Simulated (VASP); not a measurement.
# SrTiO3 (Amm2) in VASP: further runs, part 2 of 2

VASP 6.6.1. The steps go on from the part before.

**3. Single point, PBE**

INCAR reads:

```
PREC = Accurate
ENCUT = 520
EDIFF = 1E-7
ISMEAR = 0
SIGMA = 0.05
LREAL = F
LASPH = T
NELM = 100
ALGO = Normal
ISIF = 2
LWAVE = F
LCHARG = F
GGA = PE
NBANDS = 28
```

KPOINTS reads:

```
Automatic mesh
0
Gamma
  8 8 8
```

POSCAR reads:

```
SrTiO3
1.0
    3.9364035669      0.0000000000      0.0000000000
    0.0000000000      3.9364035669      0.0000000000
    0.0000000000      0.0000000000      3.9364035669
Sr Ti O
1 1 3
Direct
    0.0000000000     -0.0269449042     -0.0269449042
    0.5000000000      0.5000000000      0.5000000000
    0.0000000000      0.5000000000      0.5000000000
    0.5000000000      0.0000000000      0.5000000000
    0.5000000000      0.5000000000      0.0000000000
```

Potentials or basis: VASP PAW PBE potentials, release 64 (Sr_sv, Ti_sv, O).

Launch:

```bash
$ cat potpaw_PBE.64/Sr_sv/POTCAR potpaw_PBE.64/Ti_sv/POTCAR potpaw_PBE.64/O/POTCAR > POTCAR
$ mpirun -np 1 vasp_std > vasp.out
```

OUTCAR:

```text
PREC = Accurate
   ENCUT = 520
   EDIFF = 1E-7
   ISMEAR = 0
   LREAL = F
   LASPH = T
   NELM = 100
   ISIF = 2
   GGA = PE

 ion  position               nearest neighbor table
   1  0.000  0.973  0.973-   3 2.63   4 2.71   5 2.71   4 2.71   5 2.71   3 2.79   3 2.79   5 2.86
                             4 2.86   4 2.86   5 2.86   3 2.93   2 3.29   2 3.29   2 3.41   2 3.41
   2  0.500  0.500  0.500-   3 1.97   4 1.97   5 1.97   5 1.97   4 1.97   3 1.97   1 3.29   1 3.29
                             1 3.41   1 3.41   1 3.41   1 3.41   1 3.53   1 3.53
   3  0.000  0.500  0.500-   2 1.97   2 1.97   1 2.63   1 2.79   1 2.79   1 2.93
   4  0.500  0.000  0.500-   2 1.97   2 1.97   1 2.71   1 2.71   1 2.86   1 2.86
   5  0.500  0.500  0.000-   2 1.97   2 1.97   1 2.71   1 2.71   1 2.86   1 2.86

  LATTYP: Found a simple cubic cell.
 ALAT       =     3.9364035669

  Lattice vectors:

 A1 = (   3.9364035669,   0.0000000000,   0.0000000000)
 A2 = (   0.0000000000,   3.9364035669,   0.0000000000)
 A3 = (   0.0000000000,   0.0000000000,   3.9364035669)

Analysis of symmetry for initial positions (statically):
=====================================================================
 Subroutine PRICEL returns:
 Original cell was already a primitive cell.

 Routine SETGRP: Setting up the symmetry group for a
 simple cubic supercell.

 Subroutine GETGRP returns: Found  4 space group operations
 (whereof  4 operations were pure point group operations)
 out of a pool of 48 trial point group operations.

The static configuration has the point symmetry C_2v.

Analysis of symmetry for dynamics (positions and initial velocities):
=====================================================================
 Subroutine PRICEL returns:
 Original cell was already a primitive cell.

 Routine SETGRP: Setting up the symmetry group for a
 simple cubic supercell.

 Subroutine GETGRP returns: Found  4 space group operations
 (whereof  4 operations were pure point group operations)
 out of a pool of 48 trial point group operations.

The dynamic configuration has the point symmetry C_2v.
[... 128 lines left out ...]
  Thomas-Fermi vector in A             =   2.543030
   LORBIT       =      0    0 simple, 1 ext, 2 COOP (PROOUT), +10 PAW based schemes
   GGA     = PE    functional components
   LHFCALC =     F    Hartree Fock is set to
   AEXX    =    0.0000 exact exchange contribution
   IVDW    =     0    specifies the selected vdW correction
   LEPSILON=     F    determine dielectric tensor
   LRPA    =     F    only Hartree local field effects (RPA)
 non-spin polarized calculation
 Gauss-broadening in eV      SIGMA  =   0.05
  energy-cutoff  :      520.00
  volume of cell :       61.00
 maximum number of plane-waves:      1671
 NGX is ok and might be reduce to    30
   NGX = 15   NGY = 15   NGZ = 15

 number of electron      39.9999990 magnetization

 Free energy of the ion-electron system (eV)
  ---------------------------------------------------
  ext. energy  EPLUGINS =         0.00000000
  ---------------------------------------------------
  free energy    TOTEN  =       -40.06393468 eV

  energy without entropy =      -40.06393468  energy(sigma->0) =      -40.06393468

 E-fermi :   4.3298     XC(G=0): -11.1379

 val. band max:        3.9552667227   @ k =   0.5000   0.5000   0.5000
 cond. band min:       5.7576970984   @ k =   0.0000   0.0000   0.0000
 fundamental gap:      1.8024303757
 Fermi energy:         4.3298155822

 k-point     1 :       0.0000    0.0000    0.0000
  band No.  band energies     occupation
      1     -52.6052      2.00000
      2     -28.8784      2.00000
      3     -28.8386      2.00000
      4     -28.8348      2.00000
      5     -28.8267      2.00000
      6     -13.3953      2.00000
[... 733 lines left out ...]
     27      11.1754      0.00000
     28      11.7650      0.00000

 [... further k-points ...]

------------------------ aborting loop because EDIFF is reached ----------------------------------------

  FORCE on cell =-STRESS in cart. coord.  units (eV):
  Direction    XX          YY          ZZ          XY          YZ          ZX
  --------------------------------------------------------------------------------------
  -------------------------------------------------------------------------------------
  Total        0.4423083      0.4239965      0.4239965      0.0000000      0.2133113      0.0000000
  in kB       11.6181459     11.1371493     11.1371493      0.0000000      5.6030650      0.0000000
  external PRESSURE =      11.2974815 kB  Pullay stress =       0.0000000 kB

 VOLUME and BASIS-vectors are now :
 -----------------------------------------------------------------------------
  energy-cutoff  :      520.00
  volume of cell :       61.00
      direct lattice vectors                 reciprocal lattice vectors
     3.936403567  0.000000000  0.000000000     0.254038993  0.000000000  0.000000000
     0.000000000  3.936403567  0.000000000     0.000000000  0.254038993  0.000000000
     0.000000000  0.000000000  3.936403567     0.000000000  0.000000000  0.254038993

 POSITION                                       TOTAL-FORCE (eV/Angst)
 -----------------------------------------------------------------------------------
      0.00000      3.83034      3.83034         0.000000      0.383017      0.383017
      1.96820      1.96820      1.96820         0.000000     -0.305888     -0.305888
      0.00000      1.96820      1.96820         0.000000      0.015337      0.015337
      1.96820      0.00000      1.96820         0.000000     -0.120643      0.028177
      1.96820      1.96820      0.00000         0.000000      0.028177     -0.120643
 -----------------------------------------------------------------------------------
    total drift:                                0.000000     -0.000033     -0.000033

  FREE ENERGIE OF THE ION-ELECTRON SYSTEM (eV)
  ---------------------------------------------------
  free  energy   TOTEN  =       -40.0639346844 eV

  energy  without entropy=      -40.0639346844  energy(sigma->0) =      -40.06393468
```

OSZICAR:

```text
N       E                     dE             d eps       ncg     rms          rms(c)
DAV:   1     0.423859429203E+03    0.42386E+03   -0.21213E+04  5880   0.157E+03
DAV:   2    -0.545384213265E+01   -0.42931E+03   -0.41047E+03  6656   0.434E+02
DAV:   3    -0.483763890663E+02   -0.42923E+02   -0.42606E+02  8060   0.133E+02
DAV:   4    -0.504198593049E+02   -0.20435E+01   -0.20388E+01  8944   0.251E+01
DAV:   5    -0.504782465602E+02   -0.58387E-01   -0.58374E-01  8232   0.344E+00    0.261E+01
DAV:   6    -0.401459911850E+02    0.10332E+02   -0.53692E+01  8476   0.640E+01    0.145E+01
DAV:   7    -0.401620830084E+02   -0.16092E-01   -0.84265E+00  7716   0.218E+01    0.107E+01
DAV:   8    -0.401113957616E+02    0.50687E-01   -0.13791E+00  7112   0.121E+01    0.316E+00
DAV:   9    -0.400787090669E+02    0.32687E-01   -0.30552E-01  7608   0.458E+00    0.128E+00
DAV:  10    -0.400680472767E+02    0.10662E-01   -0.92934E-02  7576   0.235E+00    0.622E-01
DAV:  11    -0.400640294155E+02    0.40179E-02   -0.19796E-02  9632   0.128E+00    0.145E-01
DAV:  12    -0.400639575978E+02    0.71818E-04   -0.13919E-03  7120   0.403E-01    0.126E-01
DAV:  13    -0.400639576548E+02   -0.57062E-07   -0.17676E-04  9676   0.114E-01    0.522E-02
DAV:  14    -0.400639377916E+02    0.19863E-04   -0.30902E-04  6768   0.117E-01    0.310E-02
DAV:  15    -0.400639346823E+02    0.31094E-05   -0.57652E-05  7768   0.590E-02    0.127E-02
DAV:  16    -0.400639349257E+02   -0.24339E-06   -0.25893E-06  7280   0.115E-02    0.953E-03
DAV:  17    -0.400639346318E+02    0.29382E-06   -0.14441E-06  7044   0.160E-02    0.315E-03
DAV:  18    -0.400639346844E+02   -0.52607E-07   -0.13614E-07  5192   0.369E-03
   1 F= -.40063935E+02 E0= -.40063935E+02  d E =-.325229E-28
```

Run time: 1.9 min. Hardware: 1 thread of Intel Xeon 6975P-C (Granite Rapids), shared host; peak memory 0.29 GiB.

Results:

```yaml
Free_energy: -40.0639 eV
Pressure: 1.1 GPa
Largest_force: 0.542 eV/Å
Band_gap_on_the_k_mesh: 1.80 eV (least direct gap 2.17 eV)
```

Forces on the atoms (eV/Å):
```
Sr   0.000  0.383  0.383
Ti   0.000 -0.306 -0.306
O    0.000  0.015  0.015
O    0.000 -0.121  0.028
O    0.000  0.028 -0.121
```

Stress tensor (GPa, compression positive):
```
1.16 0.00 0.00
0.00 1.11 0.56
0.00 0.56 1.11
```

Caveat: the cell differs from its parent crystal (all Sr atoms moved +0.150 Å, as atom 1 towards its neighbour atom 3 (O) at 2.783 Å).

**4. Single point, PBE**

INCAR reads:

```
PREC = Accurate
ENCUT = 520
EDIFF = 1E-7
ISMEAR = 0
SIGMA = 0.05
LREAL = F
LASPH = T
NELM = 80
ALGO = Normal
ISIF = 2
LWAVE = F
LCHARG = T
GGA = PE
LELF = T
LVHAR = T
NBANDS = 28
```

KPOINTS reads:

```
regular mesh
0
Gamma
  8 8 8
```

POSCAR: that of step 3 with these lines changed.

```diff
@@ -8,3 +8,3 @@
 Direct
-    0.0000000000     -0.0269449042     -0.0269449042
+    0.0000000000     -0.0314357216     -0.0314357216
     0.5000000000      0.5000000000      0.5000000000
```

Launch:

```bash
$ cat potpaw_PBE.64/Sr_sv/POTCAR potpaw_PBE.64/Ti_sv/POTCAR potpaw_PBE.64/O/POTCAR > POTCAR
$ mpirun -np 1 vasp_std > vasp.out
```

Run time: 1.8 min. Hardware: 1 thread of Intel Xeon 6975P-C (Granite Rapids), shared host; peak memory 0.29 GiB.

Results (log left out):

```
Free energy            : -40.0491 eV
Pressure               : 1.3 GPa
Largest force          : 0.647 eV/Å
Band gap on the k mesh : 1.80 eV (least direct gap 2.16 eV)
```

Forces in eV/Å, atoms in the order of the input:
```
Sr   0.000  0.457  0.457
Ti   0.000 -0.359 -0.359
O    0.000  0.011  0.011
O    0.000 -0.141  0.032
O    0.000  0.032 -0.141
```

Stress tensor (GPa, compression positive):
```
1.36 0.00 0.00
0.00 1.30 0.77
0.00 0.77 1.30
```

Levels at points of the mesh, in eV from the valence-band top:
```tsv
k point	band 16	band 17	band 18	band 19	band 20	band 21	band 22	band 23	band 24	band 25
(0.00, 0.00, 0.00)	-1.15	-1.13	-0.37	-0.37	-0.36	1.80	1.82	1.83	4.14	4.14
(0.50, 0.00, 0.00)	-2.39	-2.28	-1.81	-0.73	-0.71	1.97	3.64	3.66	4.15	6.28
(0.00, 0.50, 0.00)	-2.32	-2.29	-1.86	-0.74	-0.74	1.96	3.65	3.66	4.15	6.27
(0.50, 0.50, 0.00)	-2.74	-1.74	-1.54	-1.53	-0.10	3.66	3.67	4.11	5.08	7.78
(0.00, 0.50, 0.50)	-2.74	-1.75	-1.55	-1.53	-0.06	3.66	3.66	4.12	5.08	7.75
(0.50, 0.50, 0.50)	-3.65	-3.64	-0.04	-0.01	0.00	4.30	4.31	4.31	6.89	6.94
```

Caveat: the cell differs from its parent crystal (all Sr atoms moved +0.175 Å, as atom 1 towards its neighbour atom 3 (O) at 2.783 Å).

**5. Single point, PBE**

INCAR reads:

```
PREC     = Accurate       # precision mode
ENCUT    = 520            # plane-wave cutoff, eV
EDIFF    = 1E-6           # SCF threshold, eV
ISMEAR   = 0              # smearing method
SIGMA    = 0.05           # smearing width, eV
LREAL    = F              # projectors in reciprocal space
LASPH    = T              # aspherical terms in the spheres
NELM     = 80             # most SCF steps
ALGO     = Normal         # electronic algorithm
ISIF     = 2              # what is computed and relaxed
LWAVE    = F              # write WAVECAR
LCHARG   = F              # write CHGCAR
GGA      = PE             # functional
NBANDS   = 28             # bands
```

KPOINTS reads:

```
Automatic mesh
0
Gamma
  8 8 8
```

POSCAR: that of step 4 with these lines changed.

```diff
@@ -8,3 +8,3 @@
 Direct
-    0.0000000000     -0.0314357216     -0.0314357216
+    0.0000000000     -0.0224540869     -0.0224540869
     0.5000000000      0.5000000000      0.5000000000
```

Launch:

```bash
$ cat potpaw_PBE.64/Sr_sv/POTCAR potpaw_PBE.64/Ti_sv/POTCAR potpaw_PBE.64/O/POTCAR > POTCAR
$ mpirun -np 1 vasp_std > vasp.out
```

It took 88 s on 1 thread of Intel Xeon 6975P-C (Granite Rapids), shared host; peak memory 0.3 GiB.

It converged, with:

| Property | Result |
| --- | --- |
| Free energy | -40.0762 eV |
| Pressure | 1.0 GPa |
| Largest force | 0.443 eV/Å |
| Band gap on the k mesh | 1.80 eV (least direct gap 2.17 eV) |

Forces in eV/Å, atoms in the order of the input:
```
Sr   0.000  0.313  0.313
Ti   0.000 -0.254 -0.254
O    0.000  0.017  0.017
O    0.000 -0.100  0.024
O    0.000  0.024 -0.100
```

Stress tensor (GPa, compression positive):
```
1.04 0.00 0.00
0.00 1.00 0.39
0.00 0.39 1.00
```

Levels at points of the mesh, in eV from the valence-band top:
| k point | band 16 | band 17 | band 18 | band 19 | band 20 | band 21 | band 22 | band 23 | band 24 | band 25 |
| --- | --- | --- | --- | --- | --- | --- | --- | --- | --- | --- |
| (0.00, 0.00, 0.00) | -1.14 | -1.13 | -0.37 | -0.37 | -0.37 | 1.80 | 1.82 | 1.82 | 4.14 | 4.14 |
| (0.50, 0.00, 0.00) | -2.35 | -2.29 | -1.86 | -0.73 | -0.72 | 1.97 | 3.65 | 3.66 | 4.15 | 6.28 |
| (0.00, 0.50, 0.00) | -2.31 | -2.29 | -1.88 | -0.73 | -0.73 | 1.96 | 3.65 | 3.66 | 4.15 | 6.27 |
| (0.50, 0.50, 0.00) | -2.75 | -1.74 | -1.54 | -1.53 | -0.09 | 3.66 | 3.66 | 4.11 | 5.08 | 7.78 |
| (0.00, 0.50, 0.50) | -2.76 | -1.75 | -1.55 | -1.54 | -0.08 | 3.66 | 3.66 | 4.11 | 5.08 | 7.76 |
| (0.50, 0.50, 0.50) | -3.66 | -3.65 | -0.02 | 0.00 | 0.00 | 4.30 | 4.31 | 4.31 | 6.87 | 6.90 |

Caveat: the cell differs from its parent crystal (all Sr atoms moved +0.125 Å, as atom 1 towards its neighbour atom 3 (O) at 2.783 Å).

**6. The runs side by side**

```csv
cell,gap on the mesh (eV),pressure (GPa),largest force (eV/Å)
"as given, atomic positions A",1.79,1.6,0.76
"as given, atomic positions B",1.80,1.1,0.54
"as given, atomic positions C",1.80,1.3,0.65
"as given, atomic positions D",1.80,1.0,0.44
```

Alike in all rows: task single point; level PBE; potentials or basis VASP PAW PBE potentials, release 64 (Sr_sv, Ti_sv, O); no spin polarisation; k mesh 8 × 8 × 8; cutoff (eV) 520; smearing gaussian 0.05 eV.

Total energies depend on the potentials used, so only differences within one code and one set of settings carry meaning.
